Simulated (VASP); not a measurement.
# CdS (P6_3mc) in VASP: settings compared

The runs below take CdS through single point, with PBE-based screened hybrid with 20 % exact exchange, PBE-based screened hybrid with 25 % exact exchange, PBE-based screened hybrid with 30 % exact exchange, PBE0, HSE06.

Everything below comes from runs of VASP 6.6.1. Logs are shortened: lines on timing, memory, paths and dates and some standing lists are left out, and cuts for length are marked.

### Step 1. The cell of the first run

The structure is hexagonal, space group P6_3mc (No. 186). Conventional cell: a = 4.150 Å, b = 4.150 Å, c = 6.737 Å, α = 90.00°, β = 90.00°, γ = 120.00°. Within 3.3 Å of Cd (site symmetry 3m) lie 4 S at 2.53 to 2.54 Å. Within 3.3 Å of S (site symmetry 3m) lie 4 Cd at 2.53 to 2.54 Å.

### Step 2. Single point, PBE-based screened hybrid with 20 % exact exchange

POSCAR

```
CdS
1.0
    4.1500000000      0.0000000000      0.0000000000
   -2.0750000000      3.5940054257      0.0000000000
    0.0000000000      0.0000000000      6.7370000000
Cd S
2 2
Direct
    0.6666666667      0.3333333333      0.5000000000
    0.3333333333      0.6666666667      0.0000000000
    0.6666666667      0.3333333333      0.8750000000
    0.3333333333      0.6666666667      0.3750000000
```

INCAR.step1

```
PREC = Accurate
ENCUT = 520
EDIFF = 1E-5
ISMEAR = -1
SIGMA = 0.05
LREAL = F
LASPH = T
NELM = 60
ALGO = Normal
ISIF = 2
LWAVE = T
NBANDS = 26
GGA = PE
```

INCAR.step2

```
PREC = Accurate
ENCUT = 520
EDIFF = 1E-6
ISMEAR = -1
SIGMA = 0.05
LREAL = F
LASPH = T
NELM = 60
ALGO = Normal
ISIF = 2
LWAVE = F
LCHARG = T
GGA = PE
LHFCALC = T
AEXX = 0.2
HFSCREEN = 0.2
PRECFOCK = Normal
LELF = T
LVHAR = T
NBANDS = 26
ISTART = 1
```

KPOINTS

```
regular mesh
0
Gamma
  4 4 2
```

Potentials or basis: VASP PAW PBE potentials, release 64 (Cd, S).

Launch:

```
$ cat potpaw_PBE.64/Cd/POTCAR potpaw_PBE.64/S/POTCAR > POTCAR
$ cp INCAR.step1 INCAR
$ mpirun -np 1 vasp_std > vasp.out
$ cp INCAR.step2 INCAR
$ mpirun -np 1 vasp_std > vasp.out
```

OUTCAR:

```text
PREC = Accurate
   ENCUT = 520
   EDIFF = 1E-6
   ISMEAR = -1
   LREAL = F
   LASPH = T
   NELM = 60
   ISIF = 2
   GGA = PE
   LHFCALC = T
   AEXX = 0.2
   HFSCREEN = 0.2
   PRECFOCK = Normal
   ISTART = 1

 ion  position               nearest neighbor table
   1  0.667  0.333  0.500-   3 2.53   4 2.54   4 2.54   4 2.54
   2  0.333  0.667  0.000-   4 2.53   3 2.54   3 2.54   3 2.54
   3  0.667  0.333  0.875-   1 2.53   2 2.54   2 2.54   2 2.54
   4  0.333  0.667  0.375-   2 2.53   1 2.54   1 2.54   1 2.54

  LATTYP: Found a hexagonal cell.
 ALAT       =     4.1500000000
 C/A-ratio  =     1.6233734940

  Lattice vectors:

 A1 = (   4.1500000000,   0.0000000000,   0.0000000000)
 A2 = (  -2.0750000000,   3.5940054257,   0.0000000000)
 A3 = (   0.0000000000,   0.0000000000,   6.7370000000)

Analysis of symmetry for initial positions (statically):
=====================================================================
 Subroutine PRICEL returns:
 Original cell was already a primitive cell.

 Routine SETGRP: Setting up the symmetry group for a
 hexagonal supercell.

 Subroutine GETGRP returns: Found 12 space group operations
 (whereof  6 operations were pure point group operations)
 out of a pool of 24 trial point group operations.

The static configuration has the point symmetry C_3v.
 The point group associated with its full space group is C_6v.

Analysis of symmetry for dynamics (positions and initial velocities):
=====================================================================
 Subroutine PRICEL returns:
 Original cell was already a primitive cell.

 Routine SETGRP: Setting up the symmetry group for a
 hexagonal supercell.

 Subroutine GETGRP returns: Found 12 space group operations
 (whereof  6 operations were pure point group operations)
 out of a pool of 24 trial point group operations.

The dynamic configuration has the point symmetry C_3v.
 The point group associated with its full space group is C_6v.

 Subroutine INISYM returns: Found 12 space group operations
 (whereof  6 operations are pure point group operations),
 and found     1 'primitive' translations

----------------------------------------------------------------------------------------

                                     Primitive cell

  volume of cell :     100.4832

  direct lattice vectors                    reciprocal lattice vectors
     4.150000000  0.000000000  0.000000000     0.240963855  0.139120547  0.000000000
    -2.075000000  3.594005426  0.000000000     0.000000000  0.278241094  0.000000000
     0.000000000  0.000000000  6.737000000     0.000000000  0.000000000  0.148434021

  length of vectors
     4.150000000  4.150000000  6.737000000     0.278241094  0.278241094  0.148434021

  position of ions in fractional coordinates (direct lattice)
     0.666666667  0.333333333  0.500000000
     0.333333333  0.666666667  0.000000000
     0.666666667  0.333333333  0.875000000
     0.333333333  0.666666667  0.375000000

  ion indices of the primitive-cell ions
   primitive index   ion index
                 1           1
                 2           2
                 3           3
                 4           4

----------------------------------------------------------------------------------------

 KPOINTS: regular mesh

Automatic generation of k-mesh.
 Grid dimensions read from file:
 generate k-points for:    4    4    2

 Generating k-lattice:

  Cartesian coordinates                     Fractional coordinates (reciprocal lattice)
     0.060240964  0.034780137  0.000000000     0.250000000  0.000000000  0.000000000
     0.000000000  0.069560273  0.000000000     0.000000000  0.250000000  0.000000000
     0.000000000  0.000000000  0.074217011     0.000000000  0.000000000  0.500000000

  Length of vectors
     0.069560273  0.069560273  0.074217011

  Shift w.r.t. Gamma in fractional coordinates (k-lattice)
     0.000000000  0.000000000  0.000000000

 Subroutine IBZKPT returns following result:
 ===========================================

 Found      8 irreducible k-points:

 Following reciprocal coordinates:
            Coordinates               Weight
  0.000000  0.000000  0.000000      1.000000
  0.250000 -0.000000  0.000000      6.000000
  0.500000 -0.000000  0.000000      3.000000
  0.250000  0.250000  0.000000      6.000000
  0.000000  0.000000  0.500000      1.000000
  0.250000 -0.000000  0.500000      6.000000
  0.500000 -0.000000  0.500000      3.000000
  0.250000  0.250000  0.500000      6.000000
   k-points           NKPTS =      8   k-points in BZ     NKDIM =     32   number of bands    NBANDS=     26
   number of dos      NEDOS =    301   number of ions     NIONS =      4
   total plane-waves  NPLWV =  51200
   dimension x,y,z NGX =    32 NGY =   32 NGZ =   50
   dimension x,y,z NGXF=    64 NGYF=   64 NGZF=  100
   ions per type =               2   2
   NGX,Y,Z   is equivalent  to a cutoff of  12.82, 12.82, 12.34 a.u.
   NGXF,Y,Z  is equivalent  to a cutoff of  25.64, 25.64, 24.68 a.u.
 SYSTEM =  unknown system
   PREC   = accura    normal or accurate (medium, high low for compatibility)
   ISTART =      1    job   : 0-new  1-cont  2-samecut
   ICHARG =      0    charge: 1-file 2-atom 10-const
   ISPIN  =      1    spin polarized calculation?
   LNONCOLLINEAR =      F non collinear calculations
   LSORBIT =      F    spin-orbit coupling
   LASPH  =      T    aspherical Exc in radial PAW
   ENCUT  =  520.0 eV  38.22 Ry    6.18 a.u.   7.72  7.72 12.53*2*pi/ulx,y,z
   NELM   =     60;   NELMIN=  2; NELMDL=  0     # of ELM steps
   EDIFF  = 0.1E-05   stopping-criterion for ELM
   LREAL  =      F    real-space projection
   EDIFFG = 0.1E-04   stopping-criterion for IOM
   NSW    =      0    number of steps for IOM
   IBRION =     -1    ionic relax: 0-MD 1-quasi-New 2-CG
   NFREE  =      0    steps in history (QN), initial steepest desc. (CG)
   ISIF   =      2    stress and relaxation
   ISYM   =      3    0-nonsym 1-usesym 2-fastsym
   POTIM  = 0.5000    time-step for ionic-motion
   TEBEG  =    0.0;   TEEND  =   0.0 temperature during run
   PSTRESS=    0.0 pullay stress
   NELECT =      36.0000    total number of electrons
   NUPDOWN=      -1.0000    fix difference up-down
   EMIN   =  10.00;   EMAX   =-10.00  energy-range for DOS
   EFERMI =   0.00;   METHOD = LEGACY
   ISMEAR =    -1;   SIGMA  =   0.05  broadening in eV -4-tet -1-fermi 0-gaus
   EFERMI_NEDOS =   21; number of points for ismear=-14 and -15
   IALGO  =     38    algorithm
   IMIX   =      1    mixing-type and parameters
     AMIX     =   0.40;   BMIX     =  1.00
     AMIX_MAG =   1.60;   BMIX_MAG =  1.00
  volume/ion in A,a.u.               =      25.12       169.52
  Fermi-wavevector in a.u.,A,eV,Ry     =   1.162727  2.197236 18.394190  1.351935
  Thomas-Fermi vector in A             =   2.299285
   LORBIT       =      0    0 simple, 1 ext, 2 COOP (PROOUT), +10 PAW based schemes
   GGA     = PE    functional components
   LHFCALC =     T    Hartree Fock is set to
   PRECFOCK=normal    Normal, Fast or Accurate (Low or Medium for compatibility)
   ENCUT4O =  -1.0   cutoff for four orbital integrals eV
   NKREDX  =     1    reduce k-point grid by
   NKREDY  =     1    reduce k-point grid by
   NKREDZ  =     1    reduce k-point grid by
   AEXX    =    0.2000 exact exchange contribution
   HFSCREEN=    0.2000 screening length (either q_TF or 0.3 A-1)
   HFSCREENC=   0.2000 screening length for correlation (either q_TF or 0.3 A-1)
   ENCUTFOCK=  -1.0 apply spherical cutoff to Coloumb kernel
   IVDW    =     0    specifies the selected vdW correction
   LEPSILON=     F    determine dielectric tensor
   LRPA    =     F    only Hartree local field effects (RPA)
 non-spin polarized calculation
  energy-cutoff  :      520.00
  volume of cell :      100.48
 maximum number of plane-waves:      2731
 NGX is ok and might be reduce to    32
  NGX = 24; NGY = 24; NGZ = 40

 number of electron      35.9999996 magnetization

 Free energy of the ion-electron system (eV)
  ---------------------------------------------------
  ext. energy  EPLUGINS =         0.00000000
  ---------------------------------------------------
  free energy    TOTEN  =       -14.63625021 eV

  energy without entropy =      -14.63625021  energy(sigma->0) =      -14.63625021

 E-fermi :   1.7103     XC(G=0):  -7.8368

 val. band max:        0.6852480680   @ k =   0.0000   0.0000   0.0000
 cond. band min:       2.7174951828   @ k =   0.0000   0.0000   0.0000
 fundamental gap:      2.0322471148
 Fermi energy:         1.7102903201

 k-point     1 :       0.0000    0.0000    0.0000
  band No.  band energies     occupation
      1     -12.5651      2.00000
      2     -12.1173      2.00000
      3      -7.8990      2.00000
      4      -7.8774      2.00000
      5      -7.8774      2.00000
      6      -7.7911      2.00000
[... 18 lines left out ...]
     25       9.2662      0.00000
     26       9.3914      0.00000

 k-point     2 :       0.2500   -0.0000    0.0000
  band No.  band energies     occupation
      1     -12.3652      2.00000
      2     -12.0402      2.00000
      3      -7.8343      2.00000
      4      -7.8120      2.00000
      5      -7.7225      2.00000
      6      -7.6883      2.00000
[... 18 lines left out ...]
     25       9.6954      0.00000
     26      10.1162      0.00000

 k-point     3 :       0.5000   -0.0000    0.0000
  band No.  band energies     occupation
      1     -12.1336      2.00000
      2     -11.9949      2.00000
      3      -7.7902      2.00000
      4      -7.7718      2.00000
      5      -7.5901      2.00000
      6      -7.5875      2.00000
[... 18 lines left out ...]
     25      10.0304      0.00000
     26      11.9420      0.00000

 k-point     4 :       0.2500    0.2500    0.0000
  band No.  band energies     occupation
      1     -12.1354      2.00000
      2     -11.9960      2.00000
      3      -7.8074      2.00000
      4      -7.7311      2.00000
      5      -7.6339      2.00000
      6      -7.6037      2.00000
[... 18 lines left out ...]
     25       9.5142      0.00000
     26      11.1613      0.00000

 k-point     5 :       0.0000    0.0000    0.5000
  band No.  band energies     occupation
      1     -12.3354      2.00000
      2     -12.3354      2.00000
      3      -7.8408      2.00000
      4      -7.8408      2.00000
      5      -7.8408      2.00000
      6      -7.8408      2.00000
[... 18 lines left out ...]
     25       8.4516      0.00000
     26       8.4516      0.00000

 k-point     6 :       0.2500   -0.0000    0.5000
  band No.  band energies     occupation
      1     -12.1933      2.00000
      2     -12.1933      2.00000
      3      -7.7756      2.00000
      4      -7.7756      2.00000
      5      -7.7520      2.00000
      6      -7.7520      2.00000
[... 18 lines left out ...]
     25       9.4568      0.00000
     26       9.4568      0.00000

 k-point     7 :       0.5000   -0.0000    0.5000
  band No.  band energies     occupation
      1     -12.0528      2.00000
      2     -12.0528      2.00000
      3      -7.7570      2.00000
      4      -7.7570      2.00000
      5      -7.6765      2.00000
      6      -7.6765      2.00000
[... 18 lines left out ...]
     25      10.0950      0.00000
     26      10.0950      0.00000

 k-point     8 :       0.2500    0.2500    0.5000
  band No.  band energies     occupation
      1     -12.0541      2.00000
      2     -12.0541      2.00000
      3      -7.7276      2.00000
      4      -7.7276      2.00000
      5      -7.6876      2.00000
      6      -7.6876      2.00000
[... 18 lines left out ...]
     25       9.9324      0.00000
     26       9.9324      0.00000

------------------------ aborting loop because EDIFF is reached ----------------------------------------

  FORCE on cell =-STRESS in cart. coord.  units (eV):
  Direction    XX          YY          ZZ          XY          YZ          ZX
  --------------------------------------------------------------------------------------
  -------------------------------------------------------------------------------------
  Total        0.8427672      0.8427672      1.0875842      0.0000000      0.0000000     -0.0000000
  in kB       13.4376973     13.4376973     17.3412382      0.0000000      0.0000000     -0.0000000
  external PRESSURE =      14.7388776 kB  Pullay stress =       0.0000000 kB

 VOLUME and BASIS-vectors are now :
 -----------------------------------------------------------------------------
  energy-cutoff  :      520.00
  volume of cell :      100.48
      direct lattice vectors                 reciprocal lattice vectors
     4.150000000  0.000000000  0.000000000     0.240963855  0.139120547  0.000000000
    -2.075000000  3.594005426  0.000000000     0.000000000  0.278241094  0.000000000
     0.000000000  0.000000000  6.737000000     0.000000000  0.000000000  0.148434021

 POSITION                                       TOTAL-FORCE (eV/Angst)
 -----------------------------------------------------------------------------------
      2.07500      1.19800      3.36850        -0.000000      0.000000     -0.061349
     -0.00000      2.39600      0.00000         0.000000     -0.000000     -0.061349
      2.07500      1.19800      5.89487        -0.000000      0.000000      0.061349
     -0.00000      2.39600      2.52637         0.000000      0.000000      0.061349
 -----------------------------------------------------------------------------------
    total drift:                                0.000000      0.000000     -0.000630

  FREE ENERGIE OF THE ION-ELECTRON SYSTEM (eV)
  ---------------------------------------------------
  free  energy   TOTEN  =       -14.6362502104 eV

  energy  without entropy=      -14.6362502100  energy(sigma->0) =      -14.63625021
```

Wall time 22 min (1 thread of Oxide Virtual Turin-like, shared host); peak memory 0.31 GiB.

What came out:

```
Free energy            : -14.6363 eV
Pressure               : 1.5 GPa
Largest force          : 0.061 eV/Å
Band gap on the k mesh : 2.03 eV
```

Forces in eV/Å, atoms in the order of the input:
```
Cd   0.000  0.000 -0.061
Cd   0.000  0.000 -0.061
S    0.000  0.000  0.061
S    0.000  0.000  0.061
```

Caveat: the k points lie up to 0.47 Å⁻¹ apart; the PAW data sets were made with another functional, which shifts forces and pressure a little.

(Part 1 of 3 ends here.)
